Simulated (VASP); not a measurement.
The system is C.

```
C
1.0
     2.46729    0.00000    0.00000
    -1.23365    2.13674    0.00000
     0.00000    0.00000    7.80307
C
4
Direct
  0.00000 0.00000 0.25000
  0.00000 0.00000 0.75000
  0.33333 0.66667 0.25000
  0.66667 0.33333 0.75000
```

```yaml
Program: VASP 6.6.1
Task: relaxation of cell and atoms
Functional: PBE
Dispersion: D3(BJ)
Potentials_or_basis: VASP PAW PBE potentials, release 64 (C)
Cutoff: 600 eV
k_mesh: 21 × 21 × 6
Occupations: gaussian, width 0.1 eV
Spin: no spin polarisation
```

At the start: pressure -1.1 GPa; volume 10.28 Å³/atom.

Question: How do energy, volume and symmetry change on relaxing?

Answer: Over 14 steps the energy falls by 14.7 meV/atom and the volume is 8.78 Å³/atom (-14.6 %); space group P6_3/mmc (No. 194, to 0.05 Å).

The path:
```tsv
step	energy change (eV)	largest force (eV/Å)	pressure (GPa)	volume (Å³)
1	0.0000	0.0000	-1.14	41.14
2	-0.0031	0.0000	0.35	40.70
3	-0.0038	0.0000	1.53	40.38
4	-0.0046	0.0000	1.57	40.32
5	-0.0071	0.0000	1.52	40.14
6	-0.0119	0.0000	1.56	39.78
7	-0.0214	0.0000	1.62	39.07
8	-0.0389	0.0000	1.76	37.64
9	-0.0564	0.0000	2.49	34.79
10	-0.0536	0.0000	-3.55	35.33
11	-0.0586	0.0000	0.05	35.01
12	-0.0586	0.0000	0.03	35.02
13	-0.0586	0.0000	0.01	35.06
14	-0.0587	0.0000	-0.01	35.13
```

Final structure:
```
C
1.0
     2.46502    0.00000    0.00000
    -1.23251    2.13477    0.00000
     0.00000    0.00000    6.67618
C
4
Direct
  0.00000 0.00000 0.25000
  0.00000 0.00000 0.75000
  0.33333 0.66667 0.25000
  0.66667 0.33333 0.75000
```
